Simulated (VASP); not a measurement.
# TaN (P6_3/mmc) in VASP: further runs, part 2 of 2

VASP 6.6.1.

### 5 Single point, PBEsol (10.09 Å³/atom)

This run uses another cell than the first one, of 10.09 Å³/atom.

INCAR

```
SYSTEM = TaN
PREC     = Accurate       ! precision mode
ENCUT    = 520            ! plane-wave cutoff, eV
EDIFF    = 1E-6           ! SCF threshold, eV
ISMEAR   = -1             ! smearing method
SIGMA    = 0.01           ! smearing width, eV
LREAL    = .FALSE.        ! projectors in reciprocal space
LASPH    = .TRUE.         ! aspherical terms in the spheres
NELM     = 100            ! most SCF steps
ALGO     = Normal         ! electronic algorithm
ISIF     = 2              ! what is computed and relaxed
LWAVE    = .FALSE.        ! write WAVECAR
LCHARG   = .TRUE.         ! write CHGCAR
GGA      = PS             ! functional
LELF     = .TRUE.         ! ELF
LVHAR    = .TRUE.       
NBANDS   = 24             ! bands
```

KPOINTS

```
regular mesh
0
G
  9 9 5
  0 0 0
```

POSCAR

```
TaN
1.0
    3.0681880104      0.0000000000      0.0000000000
   -1.5340940052      2.6571287606      0.0000000000
    0.0000000000      0.0000000000      4.9505704856
Ta N
2 2
Direct
    0.0000000000      0.0000000000      0.0000000000
    0.0000000000      0.0000000000      0.5000000000
    0.3333333333      0.6666666667      0.2500000000
    0.6666666667      0.3333333333      0.7500000000
```

Potentials or basis: VASP PAW PBE potentials, release 64 (Ta_pv, N).

Launch:

```bash
> cat potpaw_PBE.64/Ta_pv/POTCAR potpaw_PBE.64/N/POTCAR > POTCAR
> mpirun -np 1 vasp_std > vasp.out
```

OUTCAR:

```text
SYSTEM = TaN
   PREC = Accurate
   ENCUT = 520
   EDIFF = 1E-6
   ISMEAR = -1
   LREAL = .FALSE.
   LASPH = .TRUE.
   NELM = 100
   ISIF = 2
   GGA = PS

 ion  position               nearest neighbor table
   1  0.000  0.000  0.000-   3 2.16   4 2.16   4 2.16   3 2.16   4 2.16   3 2.16   2 2.48   2 2.48

   2  0.000  0.000  0.500-   3 2.16   4 2.16   4 2.16   3 2.16   4 2.16   3 2.16   1 2.48   1 2.48

   3  0.333  0.667  0.250-   1 2.16   2 2.16   1 2.16   2 2.16   1 2.16   2 2.16
   4  0.667  0.333  0.750-   1 2.16   2 2.16   1 2.16   2 2.16   1 2.16   2 2.16

  LATTYP: Found a hexagonal cell.
 ALAT       =     3.0681880104
 C/A-ratio  =     1.6135160130

  Lattice vectors:

 A1 = (   3.0681880104,   0.0000000000,   0.0000000000)
 A2 = (  -1.5340940052,   2.6571287606,   0.0000000000)
 A3 = (   0.0000000000,   0.0000000000,   4.9505704856)

Analysis of symmetry for initial positions (statically):
=====================================================================
 Subroutine PRICEL returns:
 Original cell was already a primitive cell.

 Routine SETGRP: Setting up the symmetry group for a
 hexagonal supercell.

 Subroutine GETGRP returns: Found 24 space group operations
 (whereof 12 operations were pure point group operations)
 out of a pool of 24 trial point group operations.

The static configuration has the point symmetry D_3d.
 The point group associated with its full space group is D_6h.

Analysis of symmetry for dynamics (positions and initial velocities):
=====================================================================
 Subroutine PRICEL returns:
 Original cell was already a primitive cell.

 Routine SETGRP: Setting up the symmetry group for a
 hexagonal supercell.

 Subroutine GETGRP returns: Found 24 space group operations
 (whereof 12 operations were pure point group operations)
 out of a pool of 24 trial point group operations.

[... 115 lines left out ...]
   PSTRESS=    0.0 pullay stress
   NELECT =      32.0000    total number of electrons
   NUPDOWN=      -1.0000    fix difference up-down
   EMIN   =  10.00;   EMAX   =-10.00  energy-range for DOS
   EFERMI =   0.00;   METHOD = LEGACY
   ISMEAR =    -1;   SIGMA  =   0.01  broadening in eV -4-tet -1-fermi 0-gaus
   EFERMI_NEDOS =   21; number of points for ismear=-14 and -15
   IALGO  =     38    algorithm
   IMIX   =      4    mixing-type and parameters
     AMIX     =   0.40;   BMIX     =  1.00
     AMIX_MAG =   1.60;   BMIX_MAG =  1.00
  volume/ion in A,a.u.               =      10.09        68.09
  Fermi-wavevector in a.u.,A,eV,Ry     =   1.515217  2.863345 31.237386  2.295883
  Thomas-Fermi vector in A             =   2.624771
   LORBIT       =      0    0 simple, 1 ext, 2 COOP (PROOUT), +10 PAW based schemes
   GGA     = PS    functional components
   LHFCALC =     F    Hartree Fock is set to
   AEXX    =    0.0000 exact exchange contribution
   IVDW    =     0    specifies the selected vdW correction
   LEPSILON=     F    determine dielectric tensor
   LRPA    =     F    only Hartree local field effects (RPA)
 non-spin polarized calculation
  energy-cutoff  :      520.00
  volume of cell :       40.36
 maximum number of plane-waves:      1099
 NGX is ok and might be reduce to    24
   NGX = 11   NGY = 11   NGZ = 19

 number of electron      32.0000003 magnetization

 Free energy of the ion-electron system (eV)
  ---------------------------------------------------
  ext. energy  EPLUGINS =         0.00000000
  ---------------------------------------------------
  free energy    TOTEN  =       -44.52937759 eV

  energy without entropy =      -44.52742793  energy(sigma->0) =      -44.52840276

 E-fermi :   9.4788     XC(G=0): -13.7938

 val. band max:        9.4765980023   @ k =   0.2222   0.2222   0.4000
 cond. band min:       9.4861456847   @ k =   0.2222  -0.0000   0.2000
 fundamental gap:      0.0095476825
 Fermi energy:         9.4788494402

 k-point     1 :       0.0000    0.0000    0.0000
  band No.  band energies     occupation
      1     -27.5372      2.00000
      2     -25.8020      2.00000
      3     -25.8020      2.00000
      4     -25.4463      2.00000
      5     -25.4463      2.00000
      6     -24.6431      2.00000
[... 637 lines left out ...]
     23      16.6985      0.00000
     24      16.6985      0.00000

 [... further k-points ...]
[... 5 lines left out ...]
  --------------------------------------------------------------------------------------
  -------------------------------------------------------------------------------------
  Total        3.4651017      3.4651017     23.3761667      0.0000000      0.0000000      0.0000000
  in kB      137.5551159    137.5551159    927.9702650      0.0000000      0.0000000      0.0000000
  external PRESSURE =     401.0268323 kB  Pullay stress =       0.0000000 kB

 VOLUME and BASIS-vectors are now :
 -----------------------------------------------------------------------------
  energy-cutoff  :      520.00
  volume of cell :       40.36
      direct lattice vectors                 reciprocal lattice vectors
     3.068188010  0.000000000  0.000000000     0.325925268  0.188173041  0.000000000
    -1.534094005  2.657128761  0.000000000     0.000000000  0.376346083  0.000000000
     0.000000000  0.000000000  4.950570486     0.000000000  0.000000000  0.201996922

 POSITION                                       TOTAL-FORCE (eV/Angst)
 -----------------------------------------------------------------------------------
      0.00000      0.00000      0.00000        -0.000000      0.000000     -0.000000
      0.00000      0.00000      2.47529        -0.000000      0.000000     -0.000000
     -0.00000      1.77142      1.23764         0.000000      0.000000     -0.000000
      1.53409      0.88571      3.71293         0.000000      0.000000      0.000000
 -----------------------------------------------------------------------------------
    total drift:                               -0.000000      0.000000      0.000000

  FREE ENERGIE OF THE ION-ELECTRON SYSTEM (eV)
  ---------------------------------------------------
  free  energy   TOTEN  =       -44.5293775876 eV

  energy  without entropy=      -44.5274279288  energy(sigma->0) =      -44.52840276
```

OSZICAR:

```text
N       E                     dE             d eps       ncg     rms          rms(c)
DAV:   1     0.266412985688E+03    0.26641E+03   -0.17288E+04  1728   0.142E+03
DAV:   2    -0.363262880918E+02   -0.30274E+03   -0.28912E+03  2080   0.413E+02
DAV:   3    -0.492485453736E+02   -0.12922E+02   -0.12743E+02  2088   0.836E+01
DAV:   4    -0.494003679074E+02   -0.15182E+00   -0.15113E+00  2064   0.922E+00
DAV:   5    -0.494023010687E+02   -0.19332E-02   -0.19327E-02  2096   0.838E-01    0.394E+01
DAV:   6    -0.447669002987E+02    0.46354E+01   -0.17435E+01  2056   0.290E+01    0.180E+01
DAV:   7    -0.445903360328E+02    0.17656E+00   -0.10424E+00  1936   0.739E+00    0.106E+01
DAV:   8    -0.445342387143E+02    0.56097E-01   -0.14082E-01  2064   0.288E+00    0.129E+00
DAV:   9    -0.445296559089E+02    0.45828E-02   -0.14039E-02  2040   0.759E-01    0.398E-01
DAV:  10    -0.445294814528E+02    0.17446E-03   -0.17163E-03  2088   0.351E-01    0.954E-02
DAV:  11    -0.445293768166E+02    0.10464E-03   -0.29214E-04  2096   0.140E-01    0.174E-02
DAV:  12    -0.445293775876E+02   -0.77106E-06   -0.96014E-06  2048   0.270E-02
   1 F= -.44529378E+02 E0= -.44528403E+02  d E =-.194966E-02
```

Wall time 11 s (1 thread of Intel Xeon 6975P-C (Granite Rapids), shared host); peak memory 0.17 GiB.

What came out:

```yaml
Free_energy: -44.5294 eV
Pressure: 40.1 GPa
Band_gap_on_the_k_mesh: zero (bands 16 and 17 overlap by 2.51 eV)
```

Caveat: the cell stands under pressure; the PAW data sets were made with another functional, which shifts forces and pressure a little; spin-orbit coupling is left out, which moves the levels of the heavy elements.

### 6 Overview

```tsv
cell	gap on the mesh (eV)	pressure (GPa)
a = 3.028, b = 3.028, c = 4.885 Å, angles 90.0, 90.0, 120.0°, 4 atoms	none	61.2
a = 3.038, b = 3.038, c = 4.902 Å, angles 90.0, 90.0, 120.0°, 4 atoms	none	55.5
a = 3.058, b = 3.058, c = 4.934 Å, angles 90.0, 90.0, 120.0°, 4 atoms	none	45.0
a = 3.068, b = 3.068, c = 4.951 Å, angles 90.0, 90.0, 120.0°, 4 atoms	none	40.1
```

Alike in all rows: task single point; level PBEsol; potentials or basis VASP PAW PBE potentials, release 64 (Ta_pv, N); no spin polarisation; k mesh 9 × 9 × 5; cutoff (eV) 520; smearing fermi-dirac 0.01 eV.

Caveats: the cell stands under pressure; the PAW data sets were made with another functional, which shifts forces and pressure a little; spin-orbit coupling is left out, which moves the levels of the heavy elements.

Total energies depend on the potentials used, so only differences within one code and one set of settings carry meaning.
